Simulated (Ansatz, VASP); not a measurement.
**BAs in VASP and in Ansatz**

```
B As
1.0
     0.00000    1.83033    1.83033
     1.83033    0.00000    1.83033
     1.83033    1.83033    0.00000
B As
1 1
Direct
  0.00000 0.00000 0.00000
  0.25000 0.25000 0.25000
```

Change from the starting cell: volume scaled by 0.45, PAW files.

Alike in both runs: task electric field gradients; functional r2SCAN; k mesh 13 × 13 × 13; occupations fermi-dirac, width 0.05 eV; no spin polarisation.

|  | VASP | Ansatz |
| --- | --- | --- |
| version | VASP 6.6.1 | Ansatz 0.2.0 |
| potentials or method | VASP PAW PBE potentials, release 64 (B, As) | PAW with Ansatz's default frozen-core files, scalar-relativistic |
| plane-wave cutoff (eV) | 520 | 500 |
| valence electrons in the cell | 8 | 18 |

Ansatz gave:

| Property | Result |
| --- | --- |
| pressure (GPa) | 530.2 |

Problem. Which values does VASP return?

Solution. Pressure (GPa): 548.2.

VASP's potentials were made for PBE, not for r2SCAN. Both programs put the cell under a high pressure, so it lies far from rest at this level. The functional is the same, so the differences come from potentials, cutoffs and numerics. VASP's potentials hold 8 valence electrons a cell and Ansatz's 18, so a difference there can come from the potentials and not from the codes.

Noted on VASP's run: the cell as given lies far from equilibrium.
